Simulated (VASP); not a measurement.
# AgCl (Pmma) in VASP: a series of runs

AgCl is run at these levels: PBEsol; tasks: single point.

Program: VASP 6.6.1. These are calculated values, not measurements. Logs are shortened: lines on timing, memory, paths and dates and some standing lists are left out, and cuts for length are marked.

### 1 The cell of the first run

It takes space group Pmma (No. 51, orthorhombic). Conventional cell: a = 6.662 Å, b = 3.331 Å, c = 3.409 Å, α = 90.00°, β = 90.00°, γ = 90.00°. Ag (site symmetry 2/m) has 8 Cl at 2.60 to 3.30 Å and 6 Ag at 3.33 to 3.41 Å within 3.5 Å. Cl (site symmetry mm2) has 8 Ag at 2.60 to 3.30 Å and 6 Cl at 3.33 to 3.55 Å within 3.6 Å.

### 2 Single point, PBEsol (atoms displaced along a vibrational mode, the cell strained)

INCAR reads:

```
SYSTEM = AgCl
  PREC = Accurate
  ENCUT = 520
  EDIFF = 1E-6
  ISMEAR = 0
  SIGMA = 0.05
  LREAL = .False.
  LASPH = .True.
  NELM = 60
  ALGO = Normal
  ISIF = 2
  LWAVE = .False.
  LCHARG = .True.
  GGA = PS
  LELF = .True.
  LVHAR = .True.
  NBANDS = 26
```

KPOINTS reads:

```
Automatic mesh
0
Gamma
  10 10 6
  0 0 0
```

POSCAR reads:

```
AgCl
1.0
    3.4087752082      0.0000000000      0.0000000000
    0.0000000000      3.3311591989      0.0000000000
    0.0000000000      0.0000000000      6.6623183978
Ag Cl
2 2
Direct
    0.0000000000      0.0000000000      0.0000000000
    0.0000000000      0.0000000000      0.5000000000
    0.3213834991      0.5000000000      0.2500000000
    0.6786165009      0.5000000000      0.7500000000
```

Potentials or basis: VASP PAW PBE potentials, release 64 (Ag, Cl).

On the command line:

```bash
> cat potpaw_PBE.64/Ag/POTCAR potpaw_PBE.64/Cl/POTCAR > POTCAR
> mpirun -np 1 vasp_std > vasp.out
```

OUTCAR:

```text
SYSTEM = AgCl
   PREC = Accurate
   ENCUT = 520
   EDIFF = 1E-6
   ISMEAR = 0
   LREAL = .False.
   LASPH = .True.
   NELM = 60
   ISIF = 2
   GGA = PS

 ion  position               nearest neighbor table
   1  0.000  0.000  0.000-   3 2.60   4 2.60   3 2.60   4 2.60   2 3.33   2 3.33
   2  0.000  0.000  0.500-   3 2.60   4 2.60   3 2.60   4 2.60   1 3.33   1 3.33
   3  0.321  0.500  0.250-   1 2.60   2 2.60   1 2.60   2 2.60
   4  0.679  0.500  0.750-   1 2.60   2 2.60   1 2.60   2 2.60

  LATTYP: Found a simple orthorhombic cell.
 ALAT       =     3.3311591989
 B/A-ratio  =     1.0233000000
 C/A-ratio  =     2.0000000000

  Lattice vectors:

 A1 = (   0.0000000000,  -3.3311591989,   0.0000000000)
 A2 = (   3.4087752082,   0.0000000000,   0.0000000000)
 A3 = (   0.0000000000,   0.0000000000,   6.6623183978)

Analysis of symmetry for initial positions (statically):
=====================================================================
 Subroutine PRICEL returns:
 Original cell was already a primitive cell.

 Routine SETGRP: Setting up the symmetry group for a
 simple orthorhombic supercell.

 Subroutine GETGRP returns: Found  8 space group operations
 (whereof  4 operations were pure point group operations)
 out of a pool of  8 trial point group operations.

The static configuration has the point symmetry C_2h.
 The point group associated with its full space group is D_2h.

Analysis of symmetry for dynamics (positions and initial velocities):
=====================================================================
 Subroutine PRICEL returns:
 Original cell was already a primitive cell.

 Routine SETGRP: Setting up the symmetry group for a
 simple orthorhombic supercell.

 Subroutine GETGRP returns: Found  8 space group operations
 (whereof  4 operations were pure point group operations)
 out of a pool of  8 trial point group operations.

The dynamic configuration has the point symmetry C_2h.
 The point group associated with its full space group is D_2h.

 Subroutine INISYM returns: Found  8 space group operations
 (whereof  4 operations are pure point group operations),
 and found     1 'primitive' translations

----------------------------------------------------------------------------------------

                                     Primitive cell

  volume of cell :      75.6518

  direct lattice vectors                    reciprocal lattice vectors
     3.408775208  0.000000000  0.000000000     0.293360500  0.000000000  0.000000000
     0.000000000  3.331159199  0.000000000     0.000000000  0.300195800  0.000000000
     0.000000000  0.000000000  6.662318398     0.000000000  0.000000000  0.150097900

  length of vectors
     3.408775208  3.331159199  6.662318398     0.293360500  0.300195800  0.150097900

  position of ions in fractional coordinates (direct lattice)
     0.000000000  0.000000000  0.000000000
     0.000000000  0.000000000  0.500000000
     0.321383499  0.500000000  0.250000000
     0.678616501  0.500000000  0.750000000

  ion indices of the primitive-cell ions
   primitive index   ion index
                 1           1
                 2           2
                 3           3
                 4           4

----------------------------------------------------------------------------------------

 KPOINTS: Automatic mesh

Automatic generation of k-mesh.
 Grid dimensions read from file:
 generate k-points for:   10   10    6

 Generating k-lattice:

  Cartesian coordinates                     Fractional coordinates (reciprocal lattice)
     0.029336050  0.000000000  0.000000000     0.100000000  0.000000000  0.000000000
     0.000000000  0.030019580  0.000000000     0.000000000  0.100000000  0.000000000
     0.000000000  0.000000000  0.025016317     0.000000000  0.000000000  0.166666667

  Length of vectors
     0.029336050  0.030019580  0.025016317

  Shift w.r.t. Gamma in fractional coordinates (k-lattice)
     0.000000000  0.000000000  0.000000000

 Subroutine IBZKPT returns following result:
 ===========================================

 Found    144 irreducible k-points:

 Following reciprocal coordinates:
            Coordinates               Weight
  0.000000  0.000000  0.000000      1.000000
  0.100000  0.000000  0.000000      2.000000
  0.200000  0.000000  0.000000      2.000000
  0.300000  0.000000  0.000000      2.000000
  0.400000  0.000000  0.000000      2.000000
  0.500000  0.000000  0.000000      1.000000
[... 16 lines left out ...]
  0.400000  0.300000  0.000000      4.000000
  0.500000  0.300000  0.000000      2.000000
 [... further k-points ...]
   k-points           NKPTS =    144   k-points in BZ     NKDIM =    144   number of bands    NBANDS=     26
   number of dos      NEDOS =    301   number of ions     NIONS =      4
   total plane-waves  NPLWV =  39200
   dimension x,y,z NGX =    28 NGY =   28 NGZ =   50
   dimension x,y,z NGXF=    56 NGYF=   56 NGZF=  100
   ions per type =               2   2
   NGX,Y,Z   is equivalent  to a cutoff of  13.66, 13.97, 12.48 a.u.
   NGXF,Y,Z  is equivalent  to a cutoff of  27.31, 27.95, 24.95 a.u.
 SYSTEM =  AgCl
   PREC   = accura    normal or accurate (medium, high low for compatibility)
   ISTART =      0    job   : 0-new  1-cont  2-samecut
   ICHARG =      2    charge: 1-file 2-atom 10-const
   ISPIN  =      1    spin polarized calculation?
   LNONCOLLINEAR =      F non collinear calculations
   LSORBIT =      F    spin-orbit coupling
   LASPH  =      T    aspherical Exc in radial PAW
   ENCUT  =  520.0 eV  38.22 Ry    6.18 a.u.   6.34  6.19 12.39*2*pi/ulx,y,z
   NELM   =     60;   NELMIN=  2; NELMDL= -5     # of ELM steps
   EDIFF  = 0.1E-05   stopping-criterion for ELM
   LREAL  =      F    real-space projection
   EDIFFG = 0.1E-04   stopping-criterion for IOM
   NSW    =      0    number of steps for IOM
   IBRION =     -1    ionic relax: 0-MD 1-quasi-New 2-CG
   NFREE  =      0    steps in history (QN), initial steepest desc. (CG)
   ISIF   =      2    stress and relaxation
   ISYM   =      2    0-nonsym 1-usesym 2-fastsym
   POTIM  = 0.5000    time-step for ionic-motion
   TEBEG  =    0.0;   TEEND  =   0.0 temperature during run
   PSTRESS=    0.0 pullay stress
   NELECT =      36.0000    total number of electrons
   NUPDOWN=      -1.0000    fix difference up-down
   EMIN   =  10.00;   EMAX   =-10.00  energy-range for DOS
   EFERMI =   0.00;   METHOD = LEGACY
   ISMEAR =     0;   SIGMA  =   0.05  broadening in eV -4-tet -1-fermi 0-gaus
   EFERMI_NEDOS =   21; number of points for ismear=-14 and -15
   IALGO  =     38    algorithm
   IMIX   =      4    mixing-type and parameters
     AMIX     =   0.40;   BMIX     =  1.00
     AMIX_MAG =   1.60;   BMIX_MAG =  1.00
  volume/ion in A,a.u.               =      18.91       127.63
  Fermi-wavevector in a.u.,A,eV,Ry     =   1.278113  2.415284 22.226111  1.633573
  Thomas-Fermi vector in A             =   2.410674
   LORBIT       =      0    0 simple, 1 ext, 2 COOP (PROOUT), +10 PAW based schemes
   GGA     = PS    functional components
   LHFCALC =     F    Hartree Fock is set to
   AEXX    =    0.0000 exact exchange contribution
   IVDW    =     0    specifies the selected vdW correction
   LEPSILON=     F    determine dielectric tensor
   LRPA    =     F    only Hartree local field effects (RPA)
 non-spin polarized calculation
 Gauss-broadening in eV      SIGMA  =   0.05
  energy-cutoff  :      520.00
  volume of cell :       75.65
 maximum number of plane-waves:      2060
 NGX is ok and might be reduce to    28
   NGX = 13   NGY = 13   NGZ = 25

 number of electron      35.9999995 magnetization

 Free energy of the ion-electron system (eV)
  ---------------------------------------------------
  ext. energy  EPLUGINS =         0.00000000
  ---------------------------------------------------
  free energy    TOTEN  =       -11.73735127 eV

  energy without entropy =      -11.73735127  energy(sigma->0) =      -11.73735127

 E-fermi :   5.7180     XC(G=0): -10.8950

 val. band max:        5.4351117023   @ k =   0.0000   0.5000   0.0000
 cond. band min:       6.0040418761   @ k =   0.0000   0.0000   0.0000
 fundamental gap:      0.5689301738
 Fermi energy:         5.7179755484

 k-point     1 :       0.0000    0.0000    0.0000
  band No.  band energies     occupation
      1     -10.6190      2.00000
      2     -10.0659      2.00000
      3      -1.2324      2.00000
      4       0.6777      2.00000
      5       0.8173      2.00000
      6       1.4721      2.00000
[... 18 lines left out ...]
     25      14.9060      0.00000
     26      15.7760      0.00000

 k-point     2 :       0.1000    0.0000    0.0000
  band No.  band energies     occupation
      1     -10.5740      2.00000
      2     -10.0447      2.00000
      3      -1.1424      2.00000
      4       0.6890      2.00000
      5       0.7602      2.00000
      6       1.4821      2.00000
[... 18 lines left out ...]
     25      14.8621      0.00000
     26      15.1555      0.00000

 k-point     3 :       0.2000    0.0000    0.0000
  band No.  band energies     occupation
      1     -10.4491      2.00000
      2      -9.9915      2.00000
      3      -0.8859      2.00000
      4       0.4913      2.00000
      5       0.7115      2.00000
      6       1.2847      2.00000
[... 18 lines left out ...]
     25      15.3934      0.00000
     26      15.8244      0.00000

 k-point     4 :       0.3000    0.0000    0.0000
  band No.  band energies     occupation
      1     -10.2751      2.00000
      2      -9.9353      2.00000
      3      -0.5060      2.00000
      4      -0.0496      2.00000
      5       0.7233      2.00000
      6       0.8289      2.00000
[... 18 lines left out ...]
     25      16.1988      0.00000
     26      16.3105      0.00000
[... 496 lines left out ...]
      1      -9.9555      2.00000
      2      -9.7017      2.00000
      3      -0.2159      2.00000
      4      -0.1727      2.00000
      5       0.0552      2.00000
      6       0.6490      2.00000
[... 18 lines left out ...]
     25      14.8634      0.00000
     26      15.3274      0.00000

 k-point    23 :       0.4000    0.3000    0.0000
  band No.  band energies     occupation
      1      -9.8432      2.00000
      2      -9.6321      2.00000
      3      -0.1554      2.00000
      4      -0.1468      2.00000
      5      -0.0772      2.00000
      6       0.2952      2.00000
[... 18 lines left out ...]
     25      14.3722      0.00000
     26      15.0318      0.00000

 k-point    24 :       0.5000    0.3000    0.0000
  band No.  band energies     occupation
      1      -9.7972      2.00000
      2      -9.6065      2.00000
      3      -0.1904      2.00000
      4      -0.1395      2.00000
      5      -0.1081      2.00000
      6       0.1714      2.00000
[... 18 lines left out ...]
     25      13.9529      0.00000
     26      14.9198      0.00000

 [... further k-points ...]

------------------------ aborting loop because EDIFF is reached ----------------------------------------

  FORCE on cell =-STRESS in cart. coord.  units (eV):
  Direction    XX          YY          ZZ          XY          YZ          ZX
  --------------------------------------------------------------------------------------
  -------------------------------------------------------------------------------------
  Total        1.2717489      2.8029424      1.4958634      0.0000000      0.0000000     -0.0000000
  in kB       26.9335018     59.3616028     31.6798694      0.0000000      0.0000000     -0.0000000
  external PRESSURE =      39.3249913 kB  Pullay stress =       0.0000000 kB

 VOLUME and BASIS-vectors are now :
 -----------------------------------------------------------------------------
  energy-cutoff  :      520.00
  volume of cell :       75.65
      direct lattice vectors                 reciprocal lattice vectors
     3.408775208  0.000000000  0.000000000     0.293360500  0.000000000  0.000000000
     0.000000000  3.331159199  0.000000000     0.000000000  0.300195800  0.000000000
     0.000000000  0.000000000  6.662318398     0.000000000  0.000000000  0.150097900

 POSITION                                       TOTAL-FORCE (eV/Angst)
 -----------------------------------------------------------------------------------
      0.00000      0.00000      0.00000         0.000000     -0.000000     -0.000000
      0.00000      0.00000      3.33116         0.000000     -0.000000     -0.000000
      1.09552      1.66558      1.66558         0.228565     -0.000000      0.000000
      2.31325      1.66558      4.99674        -0.228565      0.000000     -0.000000
 -----------------------------------------------------------------------------------
    total drift:                               -0.000000      0.000000     -0.000000

  FREE ENERGIE OF THE ION-ELECTRON SYSTEM (eV)
  ---------------------------------------------------
  free  energy   TOTEN  =       -11.7373512667 eV

  energy  without entropy=      -11.7373512667  energy(sigma->0) =      -11.73735127
```

Wall time 90 s (1 thread of Intel Xeon 6975P-C (Granite Rapids), shared host); peak memory 0.35 GiB.

Results:

| Quantity | Value |
| --- | --- |
| Free energy | -11.7374 eV |
| Pressure | 3.9 GPa |
| Largest force | 0.229 eV/Å |
| Band gap on the k mesh | 0.57 eV (least direct gap 0.62 eV) |

Forces in eV/Å, atoms in the order of the input:
```
Ag   0.000  0.000  0.000
Ag   0.000  0.000  0.000
Cl   0.229  0.000  0.000
Cl  -0.229  0.000  0.000
```

Stress tensor (GPa, compression positive):
```
2.69 0.00 0.00
0.00 5.94 0.00
0.00 0.00 3.17
```

Levels at points of the mesh, in eV from the valence-band top:
```tsv
k point	band 16	band 17	band 18	band 19	band 20	band 21
(0.00, 0.00, 0.00)	-2.17	-1.48	-0.05	0.57	3.72	5.77
(0.50, 0.00, 0.00)	-2.13	-1.36	-0.07	4.12	4.28	4.68
(0.00, 0.50, 0.00)	-2.14	-0.56	0.00	1.86	4.33	5.60
(0.50, 0.50, 0.00)	-1.22	-0.82	-0.25	2.97	3.25	4.03
(0.00, 0.00, 0.50)	-1.70	-1.06	-1.06	2.44	2.44	6.72
(0.50, 0.00, 0.50)	-2.06	-0.89	-0.89	2.89	2.89	6.45
(0.00, 0.50, 0.50)	-2.22	-0.79	-0.79	3.32	3.32	6.56
(0.50, 0.50, 0.50)	-1.97	-0.52	-0.52	2.31	2.31	5.95
```

Caveat: the cell differs from its parent crystal (atoms displaced along a vibrational mode, the cell strained); the cell stands under pressure; semilocal functionals underestimate gaps, and a narrow one can read as zero; the PAW data sets were made with another functional, which shifts forces and pressure a little. A k mesh can miss the band edges.

### 3 Single point, PBEsol (atoms displaced along a vibrational mode, the cell strained)

INCAR reads:

```
SYSTEM = AgCl
PREC = Accurate
ENCUT = 520
EDIFF = 1E-7
ISMEAR = 0
SIGMA = 0.05
LREAL = .FALSE.
LASPH = .TRUE.
NELM = 60
ALGO = Normal
ISIF = 2
LWAVE = .FALSE.
LCHARG = .TRUE.
GGA = PS
LELF = .TRUE.
LVHAR = .TRUE.
NBANDS = 26
```

KPOINTS reads:

```
regular mesh
0
G
  10 10 6
  0 0 0
```

Changes to POSCAR since step 2:

```diff
@@ -10,3 +10,3 @@
     0.0000000000      0.0000000000      0.5000000000
-    0.3213834991      0.5000000000      0.2500000000
-    0.6786165009      0.5000000000      0.7500000000
+    0.4404711729      0.5000000000      0.2500000000
+    0.5595288271      0.5000000000      0.7500000000
```

Potentials or basis: VASP PAW PBE potentials, release 64 (Ag, Cl).

On the command line:

```bash
> cat potpaw_PBE.64/Ag/POTCAR potpaw_PBE.64/Cl/POTCAR > POTCAR
> mpirun -np 1 vasp_std > vasp.out
```

Wall time 1.8 min (1 thread of Intel Xeon 6975P-C (Granite Rapids), shared host); peak memory 0.36 GiB.

The run converged. Its results:

* Free energy: -11.6805 eV
* Pressure: -0.9 GPa
* Largest force: 0.210 eV/Å
* Band gap on the k mesh: 0.55 eV (least direct gap 0.56 eV)

Forces in eV/Å, atoms in the order of the input:
```
Ag   0.000  0.000  0.000
Ag   0.000  0.000  0.000
Cl  -0.210  0.000  0.000
Cl   0.210  0.000  0.000
```

Stress tensor (GPa, compression positive):
```
-1.33  0.00  0.00
 0.00 -0.47  0.00
 0.00  0.00 -1.04
```

Levels at points of the mesh, in eV from the valence-band top:
```csv
k point,band 15,band 16,band 17,band 18,band 19,band 20,band 21,band 22
"(0.00, 0.00, 0.00)",-1.83,-1.60,-0.35,-0.01,0.55,4.54,5.75,8.69
"(0.50, 0.00, 0.00)",-1.69,-1.16,-0.25,-0.01,2.81,4.75,5.54,8.39
"(0.00, 0.50, 0.00)",-1.59,-1.31,-0.10,0.00,2.64,4.65,5.73,8.72
"(0.50, 0.50, 0.00)",-1.33,-0.35,-0.24,-0.22,2.63,4.17,4.36,4.56
"(0.00, 0.00, 0.50)",-0.86,-0.86,-0.68,-0.68,2.44,2.44,8.33,8.33
"(0.50, 0.00, 0.50)",-1.57,-1.57,-0.46,-0.46,3.78,3.78,6.81,6.81
"(0.00, 0.50, 0.50)",-1.65,-1.65,-0.51,-0.51,3.98,3.98,6.63,6.63
"(0.50, 0.50, 0.50)",-1.40,-1.40,-0.39,-0.39,2.93,2.93,6.34,6.34
```

Caveat: the cell differs from its parent crystal (atoms displaced along a vibrational mode, the cell strained); semilocal functionals underestimate gaps, and a narrow one can read as zero; the PAW data sets were made with another functional, which shifts forces and pressure a little.
